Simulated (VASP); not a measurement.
# K2Nb2O (P-3m1) in VASP: notebook, part 2 of 3

VASP 6.6.1.

## 3. Single point, PBE

This run uses another cell than the first one, of 27.10 Å³/atom, 1.100 times its volume.

Input file INCAR:

```
SYSTEM = K2Nb2O
PREC = Accurate
ENCUT = 520
EDIFF = 1E-7
ISMEAR = 0
SIGMA = 0.1
LREAL = .FALSE.
LASPH = .TRUE.
NELM = 60
ALGO = Normal
ISIF = 2
LWAVE = .FALSE.
LCHARG = .TRUE.
GGA = PE
LELF = .TRUE.
LVHAR = .TRUE.
NBANDS = 33
```

Input file KPOINTS:

```
Automatic mesh
0
G
  6 6 2
  0 0 0
```

Input file POSCAR:

```
K2Nb2O
1.0
    3.5386745672      0.0000000000      0.0000000000
   -1.7693372836      3.0645820709      0.0000000000
    0.0000000000      0.0000000000     12.4933203195
K Nb O
2 2 1
Direct
    0.0000000000      0.0000000000      0.3298037954
    0.0000000000      0.0000000000      0.6701962046
    0.3333333333      0.6666666667      0.9309760785
    0.6666666667      0.3333333333      0.0690239215
    0.0000000000      0.0000000000      0.0000000000
```

Potentials or basis: VASP PAW PBE potentials, release 64 (K_sv, Nb_sv, O).

Run with:

```bash
> cat potpaw_PBE.64/K_sv/POTCAR potpaw_PBE.64/Nb_sv/POTCAR potpaw_PBE.64/O/POTCAR > POTCAR
> mpirun -np 1 vasp_std > vasp.out
```

OUTCAR:

```text
SYSTEM = K2Nb2O
   PREC = Accurate
   ENCUT = 520
   EDIFF = 1E-7
   ISMEAR = 0
   LREAL = .FALSE.
   LASPH = .TRUE.
   NELM = 60
   ISIF = 2
   GGA = PE

 ion  position               nearest neighbor table
   1  0.000  0.000  0.330-
   2  0.000  0.000  0.670-
   3  0.333  0.667  0.931-   5 2.22   5 2.22   5 2.22   4 2.67   4 2.67   4 2.67
   4  0.667  0.333  0.069-   5 2.22   5 2.22   5 2.22   3 2.67   3 2.67   3 2.67
   5  0.000  0.000  0.000-   3 2.22   4 2.22   3 2.22   4 2.22   4 2.22   3 2.22

  LATTYP: Found a hexagonal cell.
 ALAT       =     3.5386745672
 C/A-ratio  =     3.5305084099

  Lattice vectors:

 A1 = (   3.5386745672,   0.0000000000,   0.0000000000)
 A2 = (  -1.7693372836,   3.0645820709,   0.0000000000)
 A3 = (   0.0000000000,   0.0000000000,  12.4933203195)

Analysis of symmetry for initial positions (statically):
=====================================================================
 Subroutine PRICEL returns:
 Original cell was already a primitive cell.

 Routine SETGRP: Setting up the symmetry group for a
 hexagonal supercell.

 Subroutine GETGRP returns: Found 12 space group operations
 (whereof 12 operations were pure point group operations)
 out of a pool of 24 trial point group operations.

The static configuration has the point symmetry D_3d.

Analysis of symmetry for dynamics (positions and initial velocities):
=====================================================================
 Subroutine PRICEL returns:
 Original cell was already a primitive cell.

 Routine SETGRP: Setting up the symmetry group for a
 hexagonal supercell.

 Subroutine GETGRP returns: Found 12 space group operations
 (whereof 12 operations were pure point group operations)
 out of a pool of 24 trial point group operations.

The dynamic configuration has the point symmetry D_3d.

 Subroutine INISYM returns: Found 12 space group operations
 (whereof 12 operations are pure point group operations),
 and found     1 'primitive' translations

----------------------------------------------------------------------------------------

                                     Primitive cell

  volume of cell :     135.4845

  direct lattice vectors                    reciprocal lattice vectors
     3.538674567  0.000000000  0.000000000     0.282591683  0.163154384  0.000000000
    -1.769337284  3.064582071  0.000000000     0.000000000  0.326308768  0.000000000
     0.000000000  0.000000000 12.493320320     0.000000000  0.000000000  0.080042773

  length of vectors
     3.538674567  3.538674567 12.493320320     0.326308768  0.326308768  0.080042773

  position of ions in fractional coordinates (direct lattice)
     0.000000000  0.000000000  0.329803795
     0.000000000  0.000000000  0.670196205
     0.333333333  0.666666667  0.930976079
     0.666666667  0.333333333  0.069023921
     0.000000000  0.000000000  0.000000000

  ion indices of the primitive-cell ions
   primitive index   ion index
                 1           1
                 2           2
                 3           3
                 4           4
                 5           5

----------------------------------------------------------------------------------------

[... 31 lines left out ...]
  0.333333  0.166667  0.000000     12.000000
  0.333333  0.333333  0.000000      2.000000
  0.000000  0.000000  0.500000      1.000000
  0.166667 -0.000000  0.500000      6.000000
  0.333333 -0.000000  0.500000      6.000000
  0.500000  0.000000  0.500000      3.000000
  0.166667  0.166667  0.500000      6.000000
  0.333333  0.166667  0.500000     12.000000
  0.333333  0.333333  0.500000      2.000000
   k-points           NKPTS =     14   k-points in BZ     NKDIM =     14   number of bands    NBANDS=     33
   number of dos      NEDOS =    301   number of ions     NIONS =      5
   total plane-waves  NPLWV =  75264
   dimension x,y,z NGX =    28 NGY =   28 NGZ =   96
   dimension x,y,z NGXF=    56 NGYF=   56 NGZF=  192
   ions per type =               2   2   1
   NGX,Y,Z   is equivalent  to a cutoff of  13.15, 13.15, 12.77 a.u.
   NGXF,Y,Z  is equivalent  to a cutoff of  26.31, 26.31, 25.55 a.u.
 SYSTEM =  K2Nb2O
   PREC   = accura    normal or accurate (medium, high low for compatibility)
   ISTART =      0    job   : 0-new  1-cont  2-samecut
   ICHARG =      2    charge: 1-file 2-atom 10-const
   ISPIN  =      1    spin polarized calculation?
   LNONCOLLINEAR =      F non collinear calculations
   LSORBIT =      F    spin-orbit coupling
   LASPH  =      T    aspherical Exc in radial PAW
   ENCUT  =  520.0 eV  38.22 Ry    6.18 a.u.   6.58  6.58 23.23*2*pi/ulx,y,z
   NELM   =     60;   NELMIN=  2; NELMDL= -5     # of ELM steps
   EDIFF  = 0.1E-06   stopping-criterion for ELM
   LREAL  =      F    real-space projection
   EDIFFG = 0.1E-05   stopping-criterion for IOM
   NSW    =      0    number of steps for IOM
   IBRION =     -1    ionic relax: 0-MD 1-quasi-New 2-CG
   NFREE  =      0    steps in history (QN), initial steepest desc. (CG)
   ISIF   =      2    stress and relaxation
   ISYM   =      2    0-nonsym 1-usesym 2-fastsym
   POTIM  = 0.5000    time-step for ionic-motion
   TEBEG  =    0.0;   TEEND  =   0.0 temperature during run
   PSTRESS=    0.0 pullay stress
   NELECT =      50.0000    total number of electrons
   NUPDOWN=      -1.0000    fix difference up-down
   EMIN   =  10.00;   EMAX   =-10.00  energy-range for DOS
   EFERMI =   0.00;   METHOD = LEGACY
   ISMEAR =     0;   SIGMA  =   0.10  broadening in eV -4-tet -1-fermi 0-gaus
   EFERMI_NEDOS =   21; number of points for ismear=-14 and -15
   IALGO  =     38    algorithm
   IMIX   =      4    mixing-type and parameters
     AMIX     =   0.40;   BMIX     =  1.00
     AMIX_MAG =   1.60;   BMIX_MAG =  1.00
  volume/ion in A,a.u.               =      27.10       182.86
  Fermi-wavevector in a.u.,A,eV,Ry     =   1.174271  2.219050 18.761234  1.378912
  Thomas-Fermi vector in A             =   2.310670
   LORBIT       =      0    0 simple, 1 ext, 2 COOP (PROOUT), +10 PAW based schemes
   GGA     = PE    functional components
   LHFCALC =     F    Hartree Fock is set to
   AEXX    =    0.0000 exact exchange contribution
   IVDW    =     0    specifies the selected vdW correction
   LEPSILON=     F    determine dielectric tensor
   LRPA    =     F    only Hartree local field effects (RPA)
 non-spin polarized calculation
 Gauss-broadening in eV      SIGMA  =   0.10
  energy-cutoff  :      520.00
  volume of cell :      135.48
 maximum number of plane-waves:      3730
 NGX is ok and might be reduce to    28
   NGX = 13   NGY = 13   NGZ = 47

 number of electron      50.0000009 magnetization

 Free energy of the ion-electron system (eV)
  ---------------------------------------------------
  ext. energy  EPLUGINS =         0.00000000
  ---------------------------------------------------
  free energy    TOTEN  =       -27.99779372 eV

  energy without entropy =      -27.97562751  energy(sigma->0) =      -27.98671061

 E-fermi :   4.2947     XC(G=0):  -8.7463

 val. band max:        4.2517711965   @ k =   0.3333  -0.0000   0.0000
 cond. band min:       4.3162010108   @ k =   0.3333   0.1667   0.5000
 fundamental gap:      0.0644298143
 Fermi energy:         4.2946941186

 k-point     1 :       0.0000    0.0000    0.0000
  band No.  band energies     occupation
      1     -51.4187      2.00000
      2     -51.0802      2.00000
      3     -27.8499      2.00000
      4     -27.8439      2.00000
      5     -27.7695      2.00000
      6     -27.5530      2.00000
[... 493 lines left out ...]
     32       7.1414      0.00000
     33       7.1429      0.00000

------------------------ aborting loop because EDIFF is reached ----------------------------------------

  FORCE on cell =-STRESS in cart. coord.  units (eV):
  Direction    XX          YY          ZZ          XY          YZ          ZX
  --------------------------------------------------------------------------------------
  -------------------------------------------------------------------------------------
  Total       -0.0580680     -0.0580680     -0.0934434      0.0000000      0.0000000      0.0000000
  in kB       -0.6866856     -0.6866856     -1.1050180      0.0000000      0.0000000      0.0000000
  external PRESSURE =      -0.8261297 kB  Pullay stress =       0.0000000 kB

 VOLUME and BASIS-vectors are now :
 -----------------------------------------------------------------------------
  energy-cutoff  :      520.00
  volume of cell :      135.48
      direct lattice vectors                 reciprocal lattice vectors
     3.538674567  0.000000000  0.000000000     0.282591683  0.163154384  0.000000000
    -1.769337284  3.064582071  0.000000000     0.000000000  0.326308768  0.000000000
     0.000000000  0.000000000 12.493320320     0.000000000  0.000000000  0.080042773

 POSITION                                       TOTAL-FORCE (eV/Angst)
 -----------------------------------------------------------------------------------
      0.00000      0.00000      4.12034         0.000000      0.000000      0.001777
      0.00000      0.00000      8.37298         0.000000      0.000000     -0.001777
     -0.00000      2.04305     11.63098        -0.000000      0.000000     -0.004022
      1.76934      1.02153      0.86234         0.000000     -0.000000      0.004022
      0.00000      0.00000      0.00000         0.000000      0.000000      0.000000
 -----------------------------------------------------------------------------------
    total drift:                               -0.000000      0.000000      0.000000

  FREE ENERGIE OF THE ION-ELECTRON SYSTEM (eV)
  ---------------------------------------------------
  free  energy   TOTEN  =       -27.9977937161 eV

  energy  without entropy=      -27.9756275086  energy(sigma->0) =      -27.98671061
```

stdout:

```text
POSCAR found type information on POSCAR K NbO
 POSCAR found :  3 types and       5 ions
 scaLAPACK will be used
 LDA part: xc-table for (Slater+PW92), standard interpolation
 POSCAR, INCAR and KPOINTS ok, starting setup
 FFT: planning ... GRIDC
 FFT: planning ... GRID_SOFT
 FFT: planning ... GRID
 WAVECAR not read
 entering main loop
```

Wall time 79 s (1 thread of Intel Xeon Platinum 8488C (Sapphire Rapids), shared host); peak memory 0.28 GiB.

Results:

* Free energy: -27.9978 eV
* Pressure: -0.1 GPa
* Largest force: 0.004 eV/Å
* Band gap on the k mesh: zero (band 25 reaches 4.46 eV, above the bottom of band 26 at 3.67 eV)

Forces on the atoms (eV/Å):
```
K    0.000  0.000  0.002
K    0.000  0.000 -0.002
Nb   0.000  0.000 -0.004
Nb   0.000  0.000  0.004
O    0.000  0.000  0.000
```

Levels at points of the mesh, in eV from the Fermi level:
```tsv
k point	band 21	band 22	band 23	band 24	band 25	band 26	band 27	band 28	band 29	band 30
(0.00, 0.00, 0.00)	-3.16	-2.14	-2.14	-2.07	-1.57	-0.37	0.96	1.19	1.65	1.65
(0.50, 0.00, 0.00)	-2.67	-1.49	-1.30	-0.87	-0.23	0.32	1.15	1.20	1.29	1.67
(0.00, 0.00, 0.50)	-2.99	-2.61	-2.14	-2.14	-0.81	-0.22	-0.18	1.65	1.65	2.08
(0.50, 0.00, 0.50)	-2.67	-1.49	-1.29	-0.87	-0.29	0.35	1.15	1.27	1.29	1.81
```

## 4. Single point, PBE, collinear spin, zero start

Input file INCAR:

```
SYSTEM = K2Nb2O
  PREC = Accurate
  ENCUT = 520
  EDIFF = 1E-6
  ISMEAR = 0
  SIGMA = 0.1
  LREAL = .FALSE.
  LASPH = .TRUE.
  NELM = 150
  ALGO = Normal
  ISIF = 2
  LWAVE = .FALSE.
  LCHARG = .TRUE.
  ISPIN = 2
  MAGMOM = 0 0 0 0 0
  LORBIT = 11
  LMAXMIX = 4
  GGA = PE
  LELF = .TRUE.
  LVHAR = .TRUE.
  NBANDS = 37
```

Input file KPOINTS:

```
regular mesh
0
G
  6 6 2
  0 0 0
```

Input file POSCAR:

```
K2Nb2O
1.0
    4.2938471800      0.0000000000      0.0000000000
   -2.1469235900      3.7185807400      0.0000000000
    0.0000000000      0.0000000000      7.7133302300
K Nb O
2 2 1
Direct
    0.0000000000      0.0000000000      0.3003476500
    0.0000000000      0.0000000000      0.6996523500
    0.3333333300      0.6666666700      0.8858339700
    0.6666666700      0.3333333300      0.1141660300
    0.0000000000      0.0000000000      0.0000000000
```

Run with:

```bash
> cat potpaw_PBE.64/K_sv/POTCAR potpaw_PBE.64/Nb_sv/POTCAR potpaw_PBE.64/O/POTCAR > POTCAR
> mpirun -np 1 vasp_std > vasp.out
```

It took 1.9 min on 1 thread of Intel Xeon Platinum 8488C (Sapphire Rapids), shared host; peak memory 0.33 GiB.

The run converged. Its results:

- Free energy: -21.9262 eV
- Pressure: -0.9 GPa
- Largest force: 5.474 eV/Å
- Band gap on the k mesh: zero (filled and empty bands overlap)
- Net moment: 0.00 μB per cell
- Valence electrons inside the program's atomic spheres: K 7.69; Nb 10.60; O 4.87

Forces on the atoms (eV/Å):
```
K    0.000  0.000  2.287
K    0.000  0.000 -2.287
Nb   0.000  0.000  5.474
Nb   0.000  0.000 -5.474
O    0.000  0.000  0.000
```

Stress tensor (GPa, compression positive):
```
-3.74  0.00  0.00
 0.00 -3.74  0.00
 0.00  0.00  4.69
```

Levels at points of the mesh, in eV from the Fermi level:
Spin up:
| k point | band 21 | band 22 | band 23 | band 24 | band 25 | band 26 | band 27 | band 28 | band 29 | band 30 |
| --- | --- | --- | --- | --- | --- | --- | --- | --- | --- | --- |
| (0.00, 0.00, 0.00) | -2.91 | -1.31 | -1.31 | -0.49 | -0.28 | 0.18 | 0.65 | 0.65 | 0.75 | 0.75 |
| (0.50, 0.00, 0.00) | -1.82 | -0.92 | -0.82 | -0.63 | -0.03 | 0.48 | 0.50 | 0.77 | 0.99 | 1.40 |
| (0.00, 0.00, 0.50) | -2.36 | -1.77 | -1.32 | -1.32 | -0.47 | 0.57 | 0.57 | 0.80 | 0.80 | 0.97 |
| (0.50, 0.00, 0.50) | -1.75 | -0.82 | -0.75 | -0.60 | -0.36 | 0.04 | 0.47 | 0.96 | 1.36 | 1.52 |
Spin down:
| k point | band 23 | band 24 | band 25 | band 26 | band 27 | band 28 |
| --- | --- | --- | --- | --- | --- | --- |
| (0.00, 0.00, 0.00) | -1.31 | -0.49 | -0.28 | 0.18 | 0.65 | 0.65 |
| (0.50, 0.00, 0.00) | -0.82 | -0.63 | -0.03 | 0.48 | 0.50 | 0.77 |
| (0.00, 0.00, 0.50) | -1.32 | -1.32 | -0.47 | 0.57 | 0.57 | 0.80 |
| (0.50, 0.00, 0.50) | -0.75 | -0.60 | -0.36 | 0.04 | 0.47 | 0.96 |

Caveat: the k points lie up to 0.41 Å⁻¹ apart; forces of over 1 eV/Å act on the atoms, so gaps and moduli don't describe the material at rest.

## 5. Relaxation of cell and atoms, PBE

Input file INCAR:

```
PREC     = Accurate       # precision mode
ENCUT    = 600            # plane-wave cutoff, eV
EDIFF    = 1E-6           # SCF threshold, eV
ISMEAR   = 0              # smearing method
SIGMA    = 0.1            # smearing width, eV
LREAL    = False          # projectors in reciprocal space
LASPH    = True           # aspherical terms in the spheres
NELM     = 80             # most SCF steps
ALGO     = Normal         # electronic algorithm
ISIF     = 3              # what is computed and relaxed
LWAVE    = False          # write WAVECAR
LCHARG   = False          # write CHGCAR
GGA      = PE             # functional
IBRION   = 2              # ionic algorithm
NSW      = 90             # ionic steps
EDIFFG   = -0.04          # ionic threshold
```

Input file KPOINTS:

```
regular mesh
0
Gamma
  6 6 2
```

POSCAR is that of step 4.

Run with:

```bash
> cat potpaw_PBE.64/K_sv/POTCAR potpaw_PBE.64/Nb_sv/POTCAR potpaw_PBE.64/O/POTCAR > POTCAR
> mpirun -np 1 vasp_std > vasp.out
```

Wall time 8.8 min (1 thread of Intel Xeon 6975P-C (Granite Rapids), shared host); peak memory 0.32 GiB.

Results (log left out):

```
Free energy                            : -27.6229 eV
Relaxed volume                         : 25.17 Å³/atom
Relaxed cell                           : a = 3.548 Å, b = 3.548 Å, c = 11.542 Å, α = 90.00°, β = 90.00°, γ = 120.00°
Space group after relaxing (to 0.05 Å) : P-3m1 (No. 164)
Energy gained by relaxing              : 1139.1 meV/atom
Ionic steps                            : 23
Pressure after relaxing                : 0.0 GPa
Largest force after relaxing           : 0.037 eV/Å
Band gap on the k mesh                 : zero (band 25 reaches 4.87 eV, above the bottom of band 26 at 4.17 eV)
```

Forces in eV/Å, atoms in the order of the input:
```
K    0.000  0.000  0.037
K    0.000  0.000 -0.037
Nb   0.000  0.000 -0.027
Nb   0.000  0.000  0.027
O    0.000  0.000  0.000
```

Stress tensor (GPa, compression positive):
```
-0.04  0.00  0.00
 0.00 -0.04  0.00
 0.00  0.00  0.12
```

Step by step:
```tsv
step	energy change (eV)	largest force (eV/Å)	pressure (GPa)	volume (Å³)
1	0.0000	5.4743	-0.93	123.16
2	-2.7322	1.4979	1.15	120.46
3	-3.0016	0.3016	2.97	119.53
4	-3.0164	0.5959	3.73	119.22
5	-3.5472	0.8621	0.75	129.09
6	-4.1298	1.2997	-3.22	148.34
7	-3.0987	1.0454	-9.10	185.28
8	-4.1268	1.6234	-3.78	153.83
9	-4.6169	1.4612	-4.20	153.13
10	-4.9926	1.1717	-5.11	151.46
11	-4.5533	0.2405	-7.03	145.53
12	-5.0703	0.8720	-5.59	150.70
13	-5.4692	1.6172	-1.39	136.60
14	-5.5183	1.9874	1.15	130.64
15	-5.6719	0.0965	-0.20	126.81
16	-5.6730	0.0563	-0.32	126.42
17	-5.6900	0.0459	0.11	125.53
18	-5.6937	0.0636	0.42	124.90
19	-5.6937	0.0650	0.43	124.86
20	-5.6949	0.1135	-0.16	125.73
21	-5.6950	0.0788	-0.02	125.52
22	-5.6955	0.0471	0.00	125.67
23	-5.6957	0.0367	0.01	125.83
```

Final structure:
```xyz
5
Lattice="3.5480 0.0000 0.0000 -1.7740 3.0726 0.0000 0.0000 0.0000 11.5421" Properties=species:S:1:pos:R:3 pbc="T T T"
K     0.0000    0.0000    3.8860
K     0.0000    0.0000    7.6561
Nb    0.0000    2.0484   10.6897
Nb    1.7740    1.0242    0.8524
O    -1.7740    3.0726    0.0000
```

Levels at points of the mesh, in eV from the Fermi level:
```csv
k point,band 22,band 23,band 24,band 25,band 26,band 27,band 28,band 29
"(0.00, 0.00, 0.00)",-2.15,-2.15,-1.92,-1.42,-0.30,1.51,1.56,1.71
"(0.50, 0.00, 0.00)",-1.53,-1.36,-0.91,-0.21,0.27,1.04,1.13,1.34
"(0.00, 0.00, 0.50)",-2.66,-2.15,-2.15,-0.61,-0.02,0.23,1.71,1.71
"(0.50, 0.00, 0.50)",-1.51,-1.35,-0.91,-0.32,0.31,1.13,1.14,1.32
```

Caveat: the k points lie up to 0.34 Å⁻¹ apart in the final cell.

(Continued in part 3 of 3.)
